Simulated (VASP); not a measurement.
A run of VASP 6.6.1:

File INCAR:

```
SYSTEM = Ni
  PREC = Accurate
  ENCUT = 600
  EDIFF = 1E-7
  ISMEAR = -1
  SIGMA = 0.1
  LREAL = .False.
  LASPH = .True.
  NELM = 150
  ALGO = Normal
  ISIF = 8
  LWAVE = .False.
  LCHARG = .False.
  ISPIN = 2
  MAGMOM = 1.5
  LORBIT = 11
  LMAXMIX = 4
  GGA = PS
  IVDW = 12
  IBRION = 2
  NSW = 80
  EDIFFG = -0.01
```

The input KPOINTS:

```
regular mesh
0
Gamma
  11 11 11
  0 0 0
```

POSCAR

```
Ni
1.0
    0.0000000000      1.7619350000      1.7619350000
    1.7619350000      0.0000000000      1.7619350000
    1.7619350000      1.7619350000      0.0000000000
Ni
1
Direct
    0.0000000000      0.0000000000      0.0000000000
```

Potentials or basis: VASP PAW PBE potentials, release 64 (Ni).

Run with:

```bash
$ cat potpaw_PBE.64/Ni/POTCAR > POTCAR
$ mpirun -np 1 vasp_std > vasp.out
```

Hardware: 1 thread of Intel Xeon 8259CL (shared host).

Task: How long does it take, and how much memory?

Result: Wall time 90 s on 1 thread of Intel Xeon 8259CL, with other jobs on the host, peak memory 0.16 GiB. Counts: scf iterations 42, k points 56, ion steps 4.
